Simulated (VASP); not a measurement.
# Zn (R-3m) in VASP: notebook

Zn is run at these levels: PBE; tasks: single point.

Everything below comes from runs of VASP 6.6.1. Logs are shortened: lines on timing, memory, paths and dates and some standing lists are left out, and cuts for length are marked.

### Step 1. The cell of the first run

The structure is trigonal, space group R-3m (No. 166). The conventional cell has a = 3.118 Å, b = 3.118 Å, c = 6.264 Å, α = 90.00°, β = 90.00°, γ = 120.00°. Within 3.6 Å of Zn (site symmetry -3m) lie 12 Zn at 2.76 to 3.12 Å.

### Step 2. Single point, PBE (17.58 Å³/atom)

INCAR reads:

```
PREC = Accurate ; ENCUT = 520
EDIFF = 1E-6 ; ISMEAR = 0
SIGMA = 0.15 ; LREAL = F
LASPH = T ; NELM = 100
ALGO = Fast ; ISIF = 2
LWAVE = F ; LCHARG = T
GGA = PE ; LELF = T
LVHAR = T ; NBANDS = 12
```

KPOINTS reads:

```
regular mesh
0
Gamma
  22 22 22
```

POSCAR reads:

```
Zn
1.0
   -0.2644570156      1.9405764665      1.9405764665
    1.9405764665     -0.2644570156      1.9405764665
    1.9405764665      1.9405764665     -0.2644570156
Zn
1
Direct
    0.0000000000      0.0000000000      0.0000000000
```

Potentials or basis: VASP PAW PBE potentials, release 64 (Zn).

Run with:

```sh
$ cat potpaw_PBE.64/Zn/POTCAR > POTCAR
$ mpirun -np 1 vasp_std > vasp.out
```

OUTCAR:

```text
PREC = Accurate
   ENCUT = 520
   EDIFF = 1E-6
   ISMEAR = 0
   LREAL = F
   LASPH = T
   NELM = 100
   ISIF = 2
   GGA = PE

 ion  position               nearest neighbor table
   1  0.000  0.000  0.000-

  LATTYP: Found a trigonal (rhomboedric) cell.
 ALAT       =     2.7571020216
 COS(alpha) =     0.3603760702

  Lattice vectors:

 A1 = (  -0.2644570156,   1.9405764665,   1.9405764665)
 A2 = (   1.9405764665,  -0.2644570156,   1.9405764665)
 A3 = (   1.9405764665,   1.9405764665,  -0.2644570156)

Analysis of symmetry for initial positions (statically):
=====================================================================
 Subroutine PRICEL returns:
 Original cell was already a primitive cell.

 Routine SETGRP: Setting up the symmetry group for a
 trigonal (rhombohedral) supercell.

 Subroutine GETGRP returns: Found 12 space group operations
 (whereof 12 operations were pure point group operations)
 out of a pool of 12 trial point group operations.

The static configuration has the point symmetry D_3d.

Analysis of symmetry for dynamics (positions and initial velocities):
=====================================================================
 Subroutine PRICEL returns:
 Original cell was already a primitive cell.

 Routine SETGRP: Setting up the symmetry group for a
 trigonal (rhombohedral) supercell.

 Subroutine GETGRP returns: Found 12 space group operations
 (whereof 12 operations were pure point group operations)
 out of a pool of 12 trial point group operations.

The dynamic configuration has the point symmetry D_3d.

 Subroutine INISYM returns: Found 12 space group operations
 (whereof 12 operations are pure point group operations),
 and found     1 'primitive' translations

----------------------------------------------------------------------------------------

                                     Primitive cell

  volume of cell :      17.5850

  direct lattice vectors                    reciprocal lattice vectors
    -0.264457016  1.940576467  1.940576467    -0.210173415  0.243334438  0.243334438
     1.940576467 -0.264457016  1.940576467     0.243334438 -0.210173415  0.243334438
     1.940576467  1.940576467 -0.264457016     0.243334438  0.243334438 -0.210173415

  length of vectors
     2.757102022  2.757102022  2.757102022     0.403232143  0.403232143  0.403232143

  position of ions in fractional coordinates (direct lattice)
[... 83 lines left out ...]
   ISIF   =      2    stress and relaxation
   ISYM   =      2    0-nonsym 1-usesym 2-fastsym
   POTIM  = 0.5000    time-step for ionic-motion
   TEBEG  =    0.0;   TEEND  =   0.0 temperature during run
   PSTRESS=    0.0 pullay stress
   NELECT =      12.0000    total number of electrons
   NUPDOWN=      -1.0000    fix difference up-down
   EMIN   =  10.00;   EMAX   =-10.00  energy-range for DOS
   EFERMI =   0.00;   METHOD = LEGACY
   ISMEAR =     0;   SIGMA  =   0.15  broadening in eV -4-tet -1-fermi 0-gaus
   EFERMI_NEDOS =   21; number of points for ismear=-14 and -15
   IALGO  =     68    algorithm
   IMIX   =      4    mixing-type and parameters
     AMIX     =   0.40;   BMIX     =  1.00
     AMIX_MAG =   1.60;   BMIX_MAG =  1.00
  volume/ion in A,a.u.               =      17.58       118.67
  Fermi-wavevector in a.u.,A,eV,Ry     =   1.441300  2.723662 28.264013  2.077346
  Thomas-Fermi vector in A             =   2.559948
   LORBIT       =      0    0 simple, 1 ext, 2 COOP (PROOUT), +10 PAW based schemes
   GGA     = PE    functional components
   LHFCALC =     F    Hartree Fock is set to
   AEXX    =    0.0000 exact exchange contribution
   IVDW    =     0    specifies the selected vdW correction
   LEPSILON=     F    determine dielectric tensor
   LRPA    =     F    only Hartree local field effects (RPA)
 non-spin polarized calculation
 RMM-DIIS sequential band-by-band and
 Gauss-broadening in eV      SIGMA  =   0.15
  energy-cutoff  :      520.00
  volume of cell :       17.58
 maximum number of plane-waves:       491
 NGX is ok and might be reduce to    24
   NGX = 11   NGY = 11   NGZ = 11

 number of electron      12.0000006 magnetization

 Free energy of the ion-electron system (eV)
  ---------------------------------------------------
  ext. energy  EPLUGINS =         0.00000000
  ---------------------------------------------------
  free energy    TOTEN  =        -1.02478132 eV

  energy without entropy =       -1.02082621  energy(sigma->0) =       -1.02280377

 E-fermi :   1.9989     XC(G=0): -10.8014

 val. band max:        1.9975260878   @ k =  -0.3182   0.3182   0.3182
 cond. band min:       2.0009650455   @ k =  -0.3636   0.1364   0.1364
 fundamental gap:      0.0034389576
 Fermi energy:         1.9989375304

 k-point     1 :       0.0000    0.0000    0.0000
  band No.  band energies     occupation
      1      -7.1573      2.00000
      2      -5.4289      2.00000
      3      -5.4289      2.00000
      4      -4.9469      2.00000
      5      -4.8610      2.00000
      6      -4.8610      2.00000
      7      16.3803      0.00000
      8      16.3803      0.00000
      9      17.3568      0.00000
     10      19.4818      0.00000
     11      19.4818      0.00000
     12      21.9296      0.00000
[... 331 lines left out ...]
 k-point    24 :      -0.4545    0.0455   -0.0000
  band No.  band energies     occupation
      1      -5.7579      2.00000
      2      -5.4382      2.00000
      3      -4.9593      2.00000
      4      -4.8546      2.00000
      5      -4.6926      2.00000
      6      -1.1590      2.00000
      7       0.6047      2.00000
      8      15.0532      0.00000
      9      16.3507      0.00000
     10      19.7514      0.00000
     11      21.0683      0.00000
     12      22.0869      0.00000

 [... further k-points ...]

------------------------ aborting loop because EDIFF is reached ----------------------------------------

  FORCE on cell =-STRESS in cart. coord.  units (eV):
  Direction    XX          YY          ZZ          XY          YZ          ZX
  --------------------------------------------------------------------------------------
  -------------------------------------------------------------------------------------
  Total       -0.5568290     -0.5568290     -0.5568290      0.1314454      0.1314454      0.1314454
  in kB      -50.7329426    -50.7329426    -50.7329426     11.9760474     11.9760474     11.9760474
  external PRESSURE =     -50.7329426 kB  Pullay stress =       0.0000000 kB

 VOLUME and BASIS-vectors are now :
 -----------------------------------------------------------------------------
  energy-cutoff  :      520.00
  volume of cell :       17.58
      direct lattice vectors                 reciprocal lattice vectors
    -0.264457016  1.940576467  1.940576467    -0.210173415  0.243334438  0.243334438
     1.940576467 -0.264457016  1.940576467     0.243334438 -0.210173415  0.243334438
     1.940576467  1.940576467 -0.264457016     0.243334438  0.243334438 -0.210173415

 POSITION                                       TOTAL-FORCE (eV/Angst)
 -----------------------------------------------------------------------------------
      0.00000      0.00000      0.00000        -0.000000      0.000000      0.000000
 -----------------------------------------------------------------------------------
    total drift:                               -0.000000      0.000000      0.000000

  FREE ENERGIE OF THE ION-ELECTRON SYSTEM (eV)
  ---------------------------------------------------
  free  energy   TOTEN  =        -1.0247813213 eV

  energy  without entropy=       -1.0208262124  energy(sigma->0) =       -1.02280377
```

Wall time 91 s (1 thread of Intel Xeon Platinum 8488C (Sapphire Rapids), shared host); peak memory 0.31 GiB.

Results:

```
Free energy            : -1.0248 eV
Pressure               : -5.1 GPa
Band gap on the k mesh : zero (bands 6 and 7 overlap by 3.98 eV)
```

Caveat: the cell stands under tension.

### Step 3. Single point, PBE (15.97 Å³/atom)

This run uses another cell than the first one, of 15.97 Å³/atom.

INCAR reads:

```
SYSTEM = Zn
PREC = Accurate
ENCUT = 520
EDIFF = 1E-7
ISMEAR = 0
SIGMA = 0.15
LREAL = .FALSE.
LASPH = .TRUE.
NELM = 100
ALGO = Fast
ISIF = 2
LWAVE = .FALSE.
LCHARG = .FALSE.
GGA = PE
NBANDS = 12
```

KPOINTS reads:

```
regular mesh
0
G
  22 22 22
  0 0 0
```

POSCAR reads:

```
Zn
1.0
    0.2736340531      2.1444229306      2.1444229306
    2.1444229306      0.2736340531      2.1444229306
    2.1444229306      2.1444229306      0.2736340531
Zn
1
Direct
    0.0000000000      0.0000000000      0.0000000000
```

Potentials or basis: VASP PAW PBE potentials, release 64 (Zn).

Run with:

```sh
$ cat potpaw_PBE.64/Zn/POTCAR > POTCAR
$ mpirun -np 1 vasp_std > vasp.out
```

Wall time 92 s (1 thread of Intel Xeon Platinum 8488C (Sapphire Rapids), shared host); peak memory 0.29 GiB.

Results (log left out):

- Free energy: -1.0871 eV
- Pressure: -1.4 GPa
- Band gap on the k mesh: zero (bands 6 and 7 overlap by 5.33 eV)

Stress tensor (GPa, compression positive):
```
-1.38  0.10  0.10
 0.10 -1.38  0.10
 0.10  0.10 -1.38
```

Levels at points of the mesh, in eV from the Fermi level:
| k point | band 3 | band 4 | band 5 | band 6 | band 7 | band 8 | band 9 | band 10 |
| --- | --- | --- | --- | --- | --- | --- | --- | --- |
| (0.00, 0.00, 0.00) | -7.48 | -7.48 | -7.07 | -7.07 | 11.12 | 14.98 | 20.59 | 20.59 |
| (0.50, 0.00, 0.00) | -7.28 | -7.05 | -6.72 | -2.20 | -0.41 | 11.70 | 15.23 | 15.46 |
| (0.50, 0.50, 0.00) | -7.00 | -6.88 | -6.71 | -0.76 | 1.80 | 6.30 | 10.24 | 10.92 |
| (0.50, 0.50, 0.50) | -7.51 | -6.94 | -6.94 | -3.71 | -3.55 | 18.50 | 18.50 | 19.77 |

### Step 4. Single point, PBE (15.97 Å³/atom)

This run uses another cell than the first one, of 15.97 Å³/atom.

INCAR reads:

```
SYSTEM = Zn
  PREC = Accurate
  ENCUT = 520
  EDIFF = 1E-6
  ISMEAR = 0
  SIGMA = 0.15
  LREAL = .FALSE.
  LASPH = .TRUE.
  NELM = 80
  ALGO = Fast
  ISIF = 2
  LWAVE = .FALSE.
  LCHARG = .FALSE.
  GGA = PE
  NBANDS = 12
```

KPOINTS is that of step 3.

POSCAR reads:

```
Zn
1.0
    0.8885824202      2.5276301702      2.5276301702
    2.5276301702      0.8885824202      2.5276301702
    2.5276301702      2.5276301702      0.8885824202
Zn
1
Direct
    0.0000000000      0.0000000000      0.0000000000
```

Run with:

```sh
$ cat potpaw_PBE.64/Zn/POTCAR > POTCAR
$ mpirun -np 1 vasp_std > vasp.out
```

Wall time 3.3 min (1 thread of Intel Xeon Platinum 8488C (Sapphire Rapids), shared host); peak memory 0.31 GiB.

Results (log left out):

| Item | Value |
| --- | --- |
| Free energy | -0.6141 eV |
| Pressure | 26.9 GPa |
| Band gap on the k mesh | zero (bands 6 and 7 overlap by 7.39 eV) |

Stress tensor (GPa, compression positive):
```
 26.89 -15.67 -15.67
-15.67  26.89 -15.67
-15.67 -15.67  26.89
```

Levels at points of the mesh, in eV from the Fermi level:
| k point | band 4 | band 5 | band 6 | band 7 | band 8 | band 9 |
| --- | --- | --- | --- | --- | --- | --- |
| (0.00, 0.00, 0.00) | -7.98 | -6.98 | -6.98 | 2.49 | 7.16 | 26.11 |
| (0.50, 0.00, 0.00) | -7.23 | -6.46 | -1.27 | 2.51 | 8.79 | 12.23 |
| (0.50, 0.50, 0.00) | -7.13 | -6.46 | -0.73 | 3.53 | 6.10 | 9.27 |
| (0.50, 0.50, 0.50) | -6.97 | -6.97 | -6.47 | -3.96 | 19.39 | 22.24 |

Caveat: the cell stands under pressure.

### Step 5. Single point, PBE (15.97 Å³/atom)

This run uses another cell than the first one, of 15.97 Å³/atom.

INCAR reads:

```
PREC     = Accurate       # precision mode
ENCUT    = 520            # plane-wave cutoff, eV
EDIFF    = 1E-7           # SCF threshold, eV
ISMEAR   = 0              # smearing method
SIGMA    = 0.15           # smearing width, eV
LREAL    = F              # projectors in reciprocal space
LASPH    = T              # aspherical terms in the spheres
NELM     = 60             # most SCF steps
ALGO     = Fast           # electronic algorithm
ISIF     = 2              # what is computed and relaxed
LWAVE    = F              # write WAVECAR
LCHARG   = F              # write CHGCAR
GGA      = PE             # functional
NBANDS   = 12             # bands
```

KPOINTS reads:

```
Automatic mesh
0
Gamma
  22 22 22
```

POSCAR reads:

```
Zn
1.0
   -0.7287236407      1.7084791711      1.7084791711
    1.7084791711     -0.7287236407      1.7084791711
    1.7084791711      1.7084791711     -0.7287236407
Zn
1
Direct
    0.0000000000      0.0000000000      0.0000000000
```

Run with:

```sh
$ cat potpaw_PBE.64/Zn/POTCAR > POTCAR
$ mpirun -np 1 vasp_std > vasp.out
```

Run time: 88 s. Hardware: 1 thread of Intel Xeon Platinum 8488C (Sapphire Rapids), shared host; peak memory 0.28 GiB.

It converged, with:

```
Free energy            : -0.8392 eV
Pressure               : 8.6 GPa
Band gap on the k mesh : zero (bands 6 and 7 overlap by 7.25 eV)
```

Stress tensor (GPa, compression positive):
```
8.63 1.37 1.37
1.37 8.63 1.37
1.37 1.37 8.63
```

Levels at points of the mesh, in eV from the Fermi level:
| k point | band 4 | band 5 | band 6 | band 7 | band 8 | band 9 |
| --- | --- | --- | --- | --- | --- | --- |
| (0.00, 0.00, 0.00) | -6.86 | -6.86 | -6.84 | 13.37 | 13.37 | 13.58 |
| (0.50, 0.00, 0.00) | -7.22 | -6.82 | -3.28 | -2.74 | 17.80 | 17.82 |
| (0.50, 0.50, 0.00) | -7.16 | -6.52 | 0.74 | 2.14 | 3.18 | 6.69 |
| (0.50, 0.50, 0.50) | -6.50 | -6.50 | 4.44 | 6.87 | 6.87 | 9.10 |

Caveat: the cell stands under pressure.

### Step 6. Summary

```tsv
cell	further INCAR settings	gap on the mesh (eV)	pressure (GPa)
a = 2.757 Å, angles 68.9°, 1 atom	ALGO = Fast; EDIFF = 1e-06; NBANDS = 12	none	-5.1
a = 3.045 Å, angles 51.5°, 1 atom	ALGO = Fast; EDIFF = 1e-07; NBANDS = 12	none	-1.4
a = 3.683 Å, angles 36.7°, 1 atom	ALGO = Fast; EDIFF = 1e-06; NBANDS = 12	none	26.9
a = 2.524 Å, angles 86.1°, 1 atom	ALGO = Fast; EDIFF = 1e-07; NBANDS = 12	none	8.6
```

Alike in all rows: task single point; level PBE; potentials or basis VASP PAW PBE potentials, release 64 (Zn); no spin polarisation; k mesh 22 × 22 × 22; cutoff (eV) 520; smearing gaussian 0.15 eV.

Caveats: the cell stands under pressure (at least some runs); the cell stands under tension (at least some runs).

Absolute energies hang on the potentials; compare differences alone.
